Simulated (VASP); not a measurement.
# H6C3O in VASP: a series of runs, part 2 of 2

VASP 6.6.1. Earlier steps stand in the parts before.

## (3) Single point, PBE+D3(BJ)

Input file INCAR:

```
PREC = Accurate
ENCUT = 1000
EDIFF = 1E-6
ISMEAR = -1
SIGMA = 0.05
LREAL = Auto
LASPH = True
NELM = 120
ALGO = Normal
ISIF = 2
LWAVE = False
LCHARG = False
GGA = PE
IVDW = 12
NBANDS = 74
GGA_COMPAT = False
```

Input file KPOINTS:

```
regular mesh
0
Gamma
  1 1 1
```

Input file POSCAR:

```
H6C3O
1.0
    8.7065880000      0.0000000000      0.0000000000
    0.0000000000      8.7065880000      0.0000000000
    0.0000000000      0.0000000000      8.7065880000
C H O
12 24 4
Direct
    0.4647515192      0.7617105576      0.3564082738
    0.4415621826      0.8297050463      0.1809434419
    0.3391454839      0.1654379419      0.8270059408
    0.3457381927      0.0895413910      0.6733636644
    0.7387394465      0.3522619883      0.7002283788
    0.6545158678      0.5044915413      0.7099681299
    0.8614626074      0.7259215665      0.1187032165
    1.0063299194      0.6415601611      0.0518343121
    0.9011452018      0.1138448265      0.9229447862
    1.0969164959      0.3461287016      0.3113963817
    0.5425202157      0.3636212027      0.1917858063
    0.0702456577      0.9647062661      0.3336439028
    0.5438525402      0.8526761574      0.3951260815
    0.3519518783      0.7918256842      0.4045442371
    0.5000696025      0.6436964744      0.3685140494
    0.4754445714      0.7553475598      0.0903109232
    0.3337472728      0.8867997429      0.1589945453
    0.5309657469      0.9114477451      0.1660237053
    0.3782308293      0.2957530550      0.8145096564
    0.2390144107      0.1806448175      0.9097019406
    0.4154784859      0.0816737854      0.8914628785
    0.3482420438     -0.0351917422      0.6764992210
    0.2667635129      0.1247675898      0.5808704857
    0.4365200237      0.1115706865      0.6089067267
    0.6721002533      0.2623760307      0.7453436409
    0.7544172298      0.3231116483      0.5715786712
    0.8199997519      0.3466914938      0.7809144064
    0.7369821565      0.5894387101      0.6630266644
    0.5580716579      0.4933735236      0.6203003978
    0.6131448967      0.5273592824      0.8253175641
    0.8736372963      0.8411446597      0.1431329931
    0.7621125520      0.7124145532      0.0427722088
    0.8496784274      0.6963347755      0.2410473540
    0.9685768983      0.5402231046      0.0059150611
    1.0354687738      0.7005614599     -0.0463786733
    1.0942977892      0.6065062456      0.1256749487
    0.8123963141      0.1330831320      1.0243162993
    0.9864713938      0.3175870961      0.3674688638
    0.5274856235      0.2854619973      0.2971198362
    0.0490892644      0.8799313807      0.4330858426
```

Potentials or basis: VASP PAW PBE potentials, release 64 (C_h, H_h, O_h).

Command:

```bash
$ cat potpaw_PBE.64/C_h/POTCAR potpaw_PBE.64/H_h/POTCAR potpaw_PBE.64/O_h/POTCAR > POTCAR
$ mpirun -np 1 vasp_gam > vasp.out
```

It took 2.4 min on 1 thread of AMD EPYC 9R45 (Zen 5), shared host; peak memory 1.2 GiB.

It converged, with:

```yaml
Free_energy: -219.7390 eV
Pressure: 0.8 GPa
Largest_force: 5.230 eV/Å
Band_gap_on_the_k_mesh: 4.57 eV
Dispersion_energy_per_atom: -0.031 eV
```

Forces on the atoms (eV/Å):
```
C   -1.176  2.955 -2.377
C    0.903 -0.960  1.651
C    1.051  1.583  1.484
C   -4.447 -1.030  0.220
C   -2.864  0.276 -3.688
C   -0.370 -0.507 -2.194
C    1.076 -2.269  0.622
C   -2.667  1.677  1.172
C   -2.984  0.564  3.523
C    3.182  0.832 -1.584
C   -0.167 -0.876  1.156
C   -0.266 -1.224  1.392
H    0.204 -0.910  0.807
H    0.247 -0.719  0.621
H    0.144 -0.257  0.019
H   -0.421 -1.364 -0.810
H   -0.565 -0.080  0.010
H    0.690  1.349  0.066
H    0.089 -2.225  0.523
H    0.073 -0.740 -1.536
H    0.071  1.609  0.247
H   -0.517 -0.452  0.253
H   -1.058 -0.064  0.521
H    4.765  1.339 -1.689
H   -1.730 -1.357  0.211
H    0.778  0.223  1.863
H    4.184  0.162  1.821
H   -0.533  0.325  0.501
H    0.629  0.606  1.278
H   -0.177  0.398  0.142
H    0.756  2.842 -0.504
H   -0.151 -0.291  0.434
H   -0.900 -1.064 -0.182
H   -1.209 -2.804 -0.990
H    1.560  1.509 -1.868
H    1.484  0.333  1.261
O    3.037 -0.661 -3.409
O   -3.168 -0.758  1.568
O    0.174  0.862 -1.180
O    0.276  1.169 -1.356
```

Stress tensor (GPa, compression positive):
```
 2.43  1.61  0.48
 1.61  0.99  0.29
 0.48  0.29 -1.07
```

Levels at points of the mesh, in eV from the valence-band top:
| k point | band 46 | band 47 | band 48 | band 49 | band 50 | band 51 |
| --- | --- | --- | --- | --- | --- | --- |
| (0.00, 0.00, 0.00) | -0.57 | -0.50 | 0.00 | 4.57 | 4.60 | 4.76 |

Caveat: the k points lie up to 0.72 Å⁻¹ apart.

## (4) Single point, PBE+D3(BJ)

Input file INCAR:

```
SYSTEM = H6C3O
PREC = Accurate
ENCUT = 1000
EDIFF = 1E-6
ISMEAR = -1
SIGMA = 0.05
LREAL = Auto
LASPH = .True.
NELM = 120
ALGO = Normal
ISIF = 2
LWAVE = .False.
LCHARG = .False.
GGA = PE
IVDW = 12
NBANDS = 74
GGA_COMPAT = .False.
```

Input file KPOINTS:

```
Automatic mesh
0
Gamma
  1 1 1
  0 0 0
```

Input file POSCAR:

```
H6C3O
1.0
    8.7065880000      0.0000000000      0.0000000000
    0.0000000000      8.7065880000      0.0000000000
    0.0000000000      0.0000000000      8.7065880000
C H O
12 24 4
Direct
    0.4720064499      0.7967929368      0.3468811784
    0.4446201441      0.8475549447      0.1812690771
    0.3745884093      0.1664951083      0.8449029759
    0.3581403994      0.1215587695      0.6761765643
    0.7456369839      0.3801064854      0.7127900792
    0.6399847921      0.5185004763      0.7331813765
    0.8462696152      0.6843367371      0.1420180022
    0.9744096165      0.6329486386      0.0343365705
    0.9298420185      0.0827317890      0.9470002991
    1.0990851258      0.3595629372      0.3091417011
    0.5351830088      0.3660453896      0.1918116963
    0.0705275174      0.9636426775      0.3480814474
    0.4905647459      0.8957535783      0.4229001356
    0.3736789814      0.7320554555      0.3923843694
    0.5734156862      0.7223638997      0.3561932404
    0.4267557032      0.7486539073      0.1049445553
    0.3431402017      0.9219707578      0.1713265996
    0.5430417729      0.9125851158      0.1365486272
    0.3931681085      0.2906118609      0.8578203584
    0.2709910889      0.1363352880      0.9102926403
    0.4721285999      0.1077776169      0.8993109912
    0.3391714421     -0.0025075093      0.6635312251
    0.2606123238      0.1801481101      0.6215758219
    0.4613607932      0.1512359547      0.6098725304
    0.6846071635      0.2718762655      0.7344098218
    0.7928830189      0.3744536388      0.5960443488
    0.8430766583      0.3854278784      0.7927170971
    0.7016645354      0.6271545079      0.7151577578
    0.5442895245      0.5152526860      0.6509946937
    0.5904793023      0.5216110519      0.8491548021
    0.8539143427      0.8074093053      0.1676285639
    0.7327729314      0.6632454506      0.0916630242
    0.8511224979      0.6226730340      0.2520124714
    0.9659720580      0.5098768918      0.0079740098
    0.9692317356      0.6949597747     -0.0754979115
    1.0886430700      0.6533449834      0.0837425901
    0.8172684838      0.0871367816      1.0127727738
    0.9727978376      0.3409409214      0.3359411277
    0.5194286412      0.2815211827      0.2898573995
    0.0688234704      0.8971734200      0.4601208671
```

Command:

```bash
$ cat potpaw_PBE.64/C_h/POTCAR potpaw_PBE.64/H_h/POTCAR potpaw_PBE.64/O_h/POTCAR > POTCAR
$ mpirun -np 1 vasp_gam > vasp.out
```

Run time: 5.9 min. Hardware: 1 thread of Intel Xeon Platinum 8488C (Sapphire Rapids), shared host; peak memory 1.2 GiB.

Results (log left out):

```
Free energy                : -223.3546 eV
Pressure                   : -0.2 GPa
Largest force              : 0.114 eV/Å
Band gap on the k mesh     : 5.53 eV
Dispersion energy per atom : -0.031 eV
```

Forces on the atoms (eV/Å):
```
C   -0.013 -0.002 -0.003
C    0.013 -0.002  0.003
C   -0.047  0.026 -0.016
C    0.031 -0.030  0.013
C    0.031  0.030  0.019
C   -0.029 -0.019 -0.025
C    0.019 -0.066  0.030
C   -0.006  0.043 -0.057
C   -0.012  0.005  0.016
C    0.038  0.005  0.000
C   -0.004  0.011  0.001
C    0.002  0.035 -0.081
H   -0.002  0.002  0.004
H   -0.006 -0.011  0.006
H    0.008 -0.005 -0.007
H   -0.003 -0.005 -0.004
H   -0.009  0.003  0.003
H   -0.001  0.002 -0.009
H    0.003  0.006  0.014
H    0.004  0.001  0.008
H    0.007 -0.010 -0.007
H    0.002 -0.007 -0.007
H   -0.014  0.021  0.021
H   -0.004 -0.002 -0.004
H   -0.009  0.009 -0.003
H    0.000  0.004 -0.021
H    0.020 -0.015 -0.003
H    0.007 -0.004 -0.008
H   -0.024  0.017 -0.003
H   -0.003  0.007  0.017
H   -0.004  0.038  0.008
H   -0.030 -0.013 -0.003
H   -0.029  0.013  0.007
H    0.000 -0.020 -0.003
H    0.022 -0.005 -0.013
H    0.032  0.016  0.023
O    0.014  0.003 -0.005
O   -0.016  0.000  0.002
O    0.016 -0.011 -0.007
O   -0.001 -0.067  0.093
```

Levels at points of the mesh, in eV from the valence-band top:
| k point | band 45 | band 46 | band 47 | band 48 | band 49 | band 50 | band 51 | band 52 |
| --- | --- | --- | --- | --- | --- | --- | --- | --- |
| (0.00, 0.00, 0.00) | -0.14 | -0.08 | -0.04 | 0.00 | 5.53 | 5.62 | 5.73 | 5.87 |

Caveat: the k points lie up to 0.72 Å⁻¹ apart.

## (5) The runs side by side

```tsv
cell	gap on the mesh (eV)	pressure (GPa)	largest force (eV/Å)
as given, atomic positions A	4.44	0.6	6.77
as given, atomic positions B	4.57	0.8	5.23
as given, atomic positions C	5.53	-0.2	0.11
```

Alike in all rows: task single point; level PBE+D3(BJ); potentials or basis VASP PAW PBE potentials, release 64 (C_h, H_h, O_h); no spin polarisation; k mesh 1 × 1 × 1; cutoff (eV) 1000; smearing fermi-dirac 0.05 eV.

Caveats: all runs use coarse meshes.

Absolute energies hang on the potentials; compare differences alone.
